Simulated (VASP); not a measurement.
# LiNbO3 (R-3c) in VASP: relaxation of cell and atoms with PBE

Aim: the relaxation of cell and atoms of LiNbO3 with PBE.

Program: VASP 6.6.1. These are calculated values, not measurements. Logs are shortened: lines on timing, memory, paths and dates and some standing lists are left out, and cuts for length are marked.

## (1) The cell of the first run

Symmetry: R-3c, No. 167, trigonal system. Conventional cell: a = 5.290 Å, b = 5.290 Å, c = 13.849 Å, α = 90.00°, β = 90.00°, γ = 120.00°. Within 2.9 Å of Li (site symmetry 32) lie 9 O at 2.08 to 2.82 Å. Within 2.6 Å of Nb (site symmetry -3) lie 6 O at 2.00 Å. Within 2.6 Å of O (site symmetry 2) lie 2 Nb at 2.00 Å and 1 Li at 2.08 Å.

## (2) Relaxation of cell and atoms, PBE

The input, INCAR:

```
SYSTEM = LiNbO3
ALGO     = Normal         ! electronic algorithm
EDIFF    = 1E-6           ! SCF threshold, eV
EDIFFG   = -0.005         ! ionic threshold
ENCUT    = 600            ! plane-wave cutoff, eV
GGA      = PE             ! functional
IBRION   = 2              ! ionic algorithm
ISIF     = 3              ! what is computed and relaxed
ISMEAR   = 0              ! smearing method
LASPH    = .TRUE.         ! aspherical terms in the spheres
LCHARG   = .FALSE.        ! write CHGCAR
LREAL    = .FALSE.        ! projectors in reciprocal space
LWAVE    = .FALSE.        ! write WAVECAR
NELM     = 60             ! most SCF steps
NSW      = 100            ! ionic steps
PREC     = Accurate       ! precision mode
SIGMA    = 0.02           ! smearing width, eV
```

The input, KPOINTS:

```
k-points
0
G
  6 6 6
  0 0 0
```

The input, POSCAR:

```
LiNbO3
1.0
    2.6448997443      1.5270335794      4.6161700000
   -2.6448997443      1.5270335794      4.6161700000
    0.0000000000     -3.0540671587      4.6161700000
Li Nb O
2 2 6
Direct
    0.2500000000      0.2500000000      0.2500000000
    0.7500000000      0.7500000000      0.7500000000
    0.0000000000      0.0000000000      0.0000000000
    0.5000000000      0.5000000000      0.5000000000
    0.1435500000      0.3564500000      0.7500000000
    0.7500000000      0.1435500000      0.3564500000
    0.3564500000      0.7500000000      0.1435500000
    0.8564500000      0.6435500000      0.2500000000
    0.2500000000      0.8564500000      0.6435500000
    0.6435500000      0.2500000000      0.8564500000
```

Potentials or basis: VASP PAW PBE potentials, release 64 (Li_sv, Nb_sv, O).

Run with:

```
> cat potpaw_PBE.64/Li_sv/POTCAR potpaw_PBE.64/Nb_sv/POTCAR potpaw_PBE.64/O/POTCAR > POTCAR
> mpirun -np 1 vasp_std > vasp.out
```

OUTCAR:

```text
SYSTEM = LiNbO3
   EDIFF = 1E-6
   EDIFFG = -0.005
   ENCUT = 600
   GGA = PE
   IBRION = 2
   ISIF = 3
   ISMEAR = 0
   LASPH = .TRUE.
   LREAL = .FALSE.
   NELM = 60
   NSW = 100
   PREC = Accurate

 ion  position               nearest neighbor table
   1  0.250  0.250  0.250-   8 2.08   9 2.08  10 2.08
   2  0.750  0.750  0.750-   5 2.08   6 2.08   7 2.08
   3  0.000  0.000  0.000-   7 2.00  10 2.00   9 2.00   6 2.00   5 2.00   8 2.00
   4  0.500  0.500  0.500-   6 2.00   9 2.00   7 2.00  10 2.00   5 2.00   8 2.00
   5  0.144  0.356  0.750-   3 2.00   4 2.00   2 2.08
   6  0.750  0.144  0.356-   4 2.00   3 2.00   2 2.08
   7  0.356  0.750  0.144-   3 2.00   4 2.00   2 2.08
   8  0.856  0.644  0.250-   3 2.00   4 2.00   1 2.08
   9  0.250  0.856  0.644-   4 2.00   3 2.00   1 2.08
  10  0.644  0.250  0.856-   3 2.00   4 2.00   1 2.08

  LATTYP: Found a trigonal (rhomboedric) cell.
 ALAT       =     5.5350114434
 COS(alpha) =     0.5433206453

  Lattice vectors:

 A1 = (   2.6448997443,   1.5270335794,   4.6161700000)
 A2 = (  -2.6448997443,   1.5270335794,   4.6161700000)
 A3 = (   0.0000000000,  -3.0540671587,   4.6161700000)

Analysis of symmetry for initial positions (statically):
=====================================================================
 Subroutine PRICEL returns:
 Original cell was already a primitive cell.

 Routine SETGRP: Setting up the symmetry group for a
 trigonal (rhombohedral) supercell.

 Subroutine GETGRP returns: Found 12 space group operations
 (whereof  6 operations were pure point group operations)
 out of a pool of 12 trial point group operations.

The static configuration has the point symmetry S_6 .
 The point group associated with its full space group is D_3d.

Analysis of symmetry for dynamics (positions and initial velocities):
=====================================================================
 Subroutine PRICEL returns:
 Original cell was already a primitive cell.

 Routine SETGRP: Setting up the symmetry group for a
 trigonal (rhombohedral) supercell.

 Subroutine GETGRP returns: Found 12 space group operations
 (whereof  6 operations were pure point group operations)
 out of a pool of 12 trial point group operations.

The dynamic configuration has the point symmetry S_6 .
 The point group associated with its full space group is D_3d.

 Subroutine INISYM returns: Found 12 space group operations
 (whereof  6 operations are pure point group operations),
 and found     1 'primitive' translations

----------------------------------------------------------------------------------------

                                     Primitive cell

  volume of cell :     111.8641

  direct lattice vectors                    reciprocal lattice vectors
     2.644899744  1.527033579  4.616170000     0.189043082  0.109144074  0.072209934
    -2.644899744  1.527033579  4.616170000    -0.189043082  0.109144074  0.072209934
     0.000000000 -3.054067159  4.616170000     0.000000000 -0.218288149  0.072209934

  length of vectors
     5.535011443  5.535011443  5.535011443     0.229921705  0.229921705  0.229921705

  position of ions in fractional coordinates (direct lattice)
     0.250000000  0.250000000  0.250000000
     0.750000000  0.750000000  0.750000000
     0.000000000  0.000000000  0.000000000
     0.500000000  0.500000000  0.500000000
     0.143550000  0.356450000  0.750000000
     0.750000000  0.143550000  0.356450000
     0.356450000  0.750000000  0.143550000
     0.856450000  0.643550000  0.250000000
     0.250000000  0.856450000  0.643550000
     0.643550000  0.250000000  0.856450000

  ion indices of the primitive-cell ions
   primitive index   ion index
                 1           1
                 2           2
                 3           3
                 4           4
                 5           5
                 6           6
                 7           7
                 8           8
                 9           9
                10          10

----------------------------------------------------------------------------------------

 KPOINTS: k-points

Automatic generation of k-mesh.
 Grid dimensions read from file:
 generate k-points for:    6    6    6

 Generating k-lattice:

  Cartesian coordinates                     Fractional coordinates (reciprocal lattice)
     0.031507180  0.018190679  0.012034989     0.166666667  0.000000000  0.000000000
    -0.031507180  0.018190679  0.012034989     0.000000000  0.166666667  0.000000000
     0.000000000 -0.036381358  0.012034989     0.000000000  0.000000000  0.166666667

  Length of vectors
     0.038320284  0.038320284  0.038320284

  Shift w.r.t. Gamma in fractional coordinates (k-lattice)
     0.000000000  0.000000000  0.000000000

 Subroutine IBZKPT returns following result:
 ===========================================

 Found     32 irreducible k-points:

 Following reciprocal coordinates:
            Coordinates               Weight
  0.000000  0.000000  0.000000      1.000000
  0.166667  0.000000 -0.000000      6.000000
  0.333333 -0.000000 -0.000000      6.000000
  0.500000 -0.000000 -0.000000      3.000000
  0.166667  0.166667 -0.000000      6.000000
  0.333333  0.166667 -0.000000     12.000000
[... 16 lines left out ...]
  0.500000  0.500000  0.166667      6.000000
 -0.333333  0.500000  0.166667     12.000000
 [... further k-points ...]
   k-points           NKPTS =     32   k-points in BZ     NKDIM =     32   number of bands    NBANDS=     40
   number of dos      NEDOS =    301   number of ions     NIONS =     10
   total plane-waves  NPLWV = 110592
   dimension x,y,z NGX =    48 NGY =   48 NGZ =   48
   dimension x,y,z NGXF=    96 NGYF=   96 NGZF=   96
   ions per type =               2   2   6
   NGX,Y,Z   is equivalent  to a cutoff of  14.42, 14.42, 14.42 a.u.
   NGXF,Y,Z  is equivalent  to a cutoff of  28.83, 28.83, 28.83 a.u.
 SYSTEM =  LiNbO3
   PREC   = accura    normal or accurate (medium, high low for compatibility)
   ISTART =      0    job   : 0-new  1-cont  2-samecut
   ICHARG =      2    charge: 1-file 2-atom 10-const
   ISPIN  =      1    spin polarized calculation?
   LNONCOLLINEAR =      F non collinear calculations
   LSORBIT =      F    spin-orbit coupling
   LASPH  =      T    aspherical Exc in radial PAW
   ENCUT  =  600.0 eV  44.10 Ry    6.64 a.u.  11.05 11.05 11.05*2*pi/ulx,y,z
   NELM   =     60;   NELMIN=  2; NELMDL= -5     # of ELM steps
   EDIFF  = 0.1E-05   stopping-criterion for ELM
   LREAL  =      F    real-space projection
   EDIFFG = -.5E-02   stopping-criterion for IOM
   NSW    =    100    number of steps for IOM
   IBRION =      2    ionic relax: 0-MD 1-quasi-New 2-CG
   NFREE  =      1    steps in history (QN), initial steepest desc. (CG)
   ISIF   =      3    stress and relaxation
   ISYM   =      2    0-nonsym 1-usesym 2-fastsym
   POTIM  = 0.5000    time-step for ionic-motion
   TEBEG  =    0.0;   TEEND  =   0.0 temperature during run
   PSTRESS=    0.0 pullay stress
   NELECT =      68.0000    total number of electrons
   NUPDOWN=      -1.0000    fix difference up-down
   EMIN   =  10.00;   EMAX   =-10.00  energy-range for DOS
   EFERMI =   0.00;   METHOD = LEGACY
   ISMEAR =     0;   SIGMA  =   0.02  broadening in eV -4-tet -1-fermi 0-gaus
   EFERMI_NEDOS =   21; number of points for ismear=-14 and -15
   IALGO  =     38    algorithm
   IMIX   =      4    mixing-type and parameters
     AMIX     =   0.40;   BMIX     =  1.00
     AMIX_MAG =   1.60;   BMIX_MAG =  1.00
  volume/ion in A,a.u.               =      11.19        75.49
  Fermi-wavevector in a.u.,A,eV,Ry     =   1.386801  2.620674 26.166961  1.923217
  Thomas-Fermi vector in A             =   2.511083
   LORBIT       =      0    0 simple, 1 ext, 2 COOP (PROOUT), +10 PAW based schemes
   GGA     = PE    functional components
   LHFCALC =     F    Hartree Fock is set to
   AEXX    =    0.0000 exact exchange contribution
   IVDW    =     0    specifies the selected vdW correction
   LEPSILON=     F    determine dielectric tensor
   LRPA    =     F    only Hartree local field effects (RPA)
 conjugate gradient relaxation of ions
 non-spin polarized calculation
 Gauss-broadening in eV      SIGMA  =   0.02
  energy-cutoff  :      600.00
  volume of cell :      111.86
 maximum number of plane-waves:      3758
 NGX is ok and might be reduce to    48
   NGX = 23   NGY = 23   NGZ = 23

--------------------------------------- Ionic step        1  -------------------------------------------

 number of electron      67.9999991 magnetization

 Free energy of the ion-electron system (eV)
  ---------------------------------------------------
  ext. energy  EPLUGINS =         0.00000000
  ---------------------------------------------------
  free energy    TOTEN  =       -79.69349112 eV

  energy without entropy =      -79.69349112  energy(sigma->0) =      -79.69349112

------------------------ aborting loop because EDIFF is reached ----------------------------------------

  FORCE on cell =-STRESS in cart. coord.  units (eV):
  Direction    XX          YY          ZZ          XY          YZ          ZX
  --------------------------------------------------------------------------------------
  -------------------------------------------------------------------------------------
  Total       -1.4824341     -1.4824341     -1.4128990      0.0000000     -0.0000000     -0.0000000
  in kB      -21.2322065    -21.2322065    -20.2362874      0.0000000     -0.0000000     -0.0000000
  external PRESSURE =     -20.9002335 kB  Pullay stress =       0.0000000 kB
[... 113 lines left out ...]
  FREE ENERGIE OF THE ION-ELECTRON SYSTEM (eV)
  ---------------------------------------------------
  free  energy   TOTEN  =       -79.7170734976 eV

  energy  without entropy=      -79.7170734976  energy(sigma->0) =      -79.71707350

[... ionic steps 4 to 13 ...]

--------------------------------------- Ionic step       14  -------------------------------------------

 number of electron      67.9999992 magnetization

------------------------ aborting loop because EDIFF is reached ----------------------------------------

  FORCE on cell =-STRESS in cart. coord.  units (eV):
  Direction    XX          YY          ZZ          XY          YZ          ZX
  --------------------------------------------------------------------------------------
  -------------------------------------------------------------------------------------
  Total        0.0186179      0.0186179      0.0699772      0.0000000      0.0000000      0.0000000
  in kB        0.2754571      0.2754571      1.0353319      0.0000000      0.0000000      0.0000000
  external PRESSURE =       0.5287487 kB  Pullay stress =       0.0000000 kB
[... 73 lines left out ...]
  energy  without entropy=      -79.7714048941  energy(sigma->0) =      -79.77140489

--------------------------------------- Ionic step       16  -------------------------------------------

 number of electron      67.9999992 magnetization

 Free energy of the ion-electron system (eV)
  ---------------------------------------------------
  ext. energy  EPLUGINS =         0.00000000
  ---------------------------------------------------
  free energy    TOTEN  =       -79.77140793 eV

  energy without entropy =      -79.77140793  energy(sigma->0) =      -79.77140793

 E-fermi :   3.6735     XC(G=0): -10.7037

 val. band max:        3.5707540136   @ k =  -0.1667   0.1667   0.0000
 cond. band min:       6.0739402084   @ k =   0.5000   0.5000  -0.0000
 fundamental gap:      2.5031861949
 Fermi energy:         3.6734924695

 k-point     1 :       0.0000    0.0000    0.0000
  band No.  band energies     occupation
      1     -50.9536      2.00000
      2     -50.9393      2.00000
      3     -39.3539      2.00000
      4     -39.3521      2.00000
      5     -27.1628      2.00000
      6     -27.1628      2.00000
[... 1021 lines left out ...]
     39       8.5050      0.00000
     40       8.7260      0.00000

 [... further k-points ...]

------------------------ aborting loop because EDIFF is reached ----------------------------------------

  FORCE on cell =-STRESS in cart. coord.  units (eV):
  Direction    XX          YY          ZZ          XY          YZ          ZX
  --------------------------------------------------------------------------------------
  -------------------------------------------------------------------------------------
  Total       -0.0222916     -0.0222916      0.0271603     -0.0000000      0.0000000     -0.0000000
  in kB       -0.3298062     -0.3298062      0.4018392     -0.0000000      0.0000000     -0.0000000
  external PRESSURE =      -0.0859244 kB  Pullay stress =       0.0000000 kB
[... 25 lines left out ...]
  FREE ENERGIE OF THE ION-ELECTRON SYSTEM (eV)
  ---------------------------------------------------
  free  energy   TOTEN  =       -79.7714079252 eV

  energy  without entropy=      -79.7714079252  energy(sigma->0) =      -79.77140793

 reached required accuracy - stopping structural energy minimisation
```

It took 13 min on 1 thread of Intel Xeon 6975P-C (Granite Rapids), shared host; peak memory 0.45 GiB.

Results:

```
Free energy                           : -79.7714 eV
Relaxed volume                        : 10.83 Å³/atom
Relaxed cell                          : a = 5.491 Å, b = 5.491 Å, c = 5.491 Å, α = 56.75°, β = 56.75°, γ = 56.75°
Space group after relaxing (to 0.1 Å) : R-3c (No. 167)
Energy gained by relaxing             : 7.8 meV/atom
Ionic steps                           : 16
Pressure after relaxing               : 0.0 GPa
Band gap on the k mesh                : 2.50 eV (least direct gap 2.62 eV)
```

Step by step:
```tsv
step	energy change (eV)	largest force (eV/Å)	pressure (GPa)	volume (Å³)
1	0.0000	0.2314	-2.09	111.86
2	-0.0236	0.3223	1.45	109.52
3	-0.0236	0.3236	1.51	109.48
4	-0.0446	0.2586	1.24	109.15
5	-0.0761	0.0294	0.45	108.16
6	-0.0763	0.0047	0.37	108.06
7	-0.0774	0.0090	-0.22	108.42
8	-0.0774	0.0113	-0.32	108.48
9	-0.0779	0.0082	-0.02	108.36
10	-0.0779	0.0073	-0.03	108.37
11	-0.0779	0.0068	-0.03	108.37
12	-0.0779	0.0065	-0.02	108.34
13	-0.0779	0.0042	0.08	108.26
14	-0.0779	0.0049	0.05	108.29
15	-0.0779	0.0030	0.03	108.29
16	-0.0779	0.0010	-0.01	108.29
```

Final structure:
```
Li Nb O
1.0
     2.60953    1.50661    4.59069
    -2.60953    1.50661    4.59069
     0.00000   -3.01322    4.59069
Li Nb O
2 2 6
Direct
  0.25000 0.25000 0.25000
  0.75000 0.75000 0.75000
  0.00000 0.00000 0.00000
  0.50000 0.50000 0.50000
  0.13026 0.36974 0.75000
  0.75000 0.13026 0.36974
  0.36974 0.75000 0.13026
  0.86974 0.63026 0.25000
  0.25000 0.86974 0.63026
  0.63026 0.25000 0.86974
```

Levels at points of the mesh, in eV from the valence-band top:
```tsv
k point	band 32	band 33	band 34	band 35	band 36	band 37
(0.00, 0.00, 0.00)	-0.21	-0.21	-0.07	2.55	2.55	2.72
(0.50, 0.00, 0.00)	-0.28	-0.23	-0.23	4.09	4.09	4.14
(0.50, 0.50, 0.00)	-0.42	-0.31	-0.26	2.50	3.59	3.93
(0.50, 0.50, 0.50)	-0.30	-0.30	-0.30	4.15	4.15	4.41
```

Caveat: the cutoff is under 1.25 times the usual one of these potentials, so pressure, stress and relaxed cells hold a basis-set (Pulay) error. Expect the measured gap to be larger: semilocal functionals such as PBE lack the derivative discontinuity.
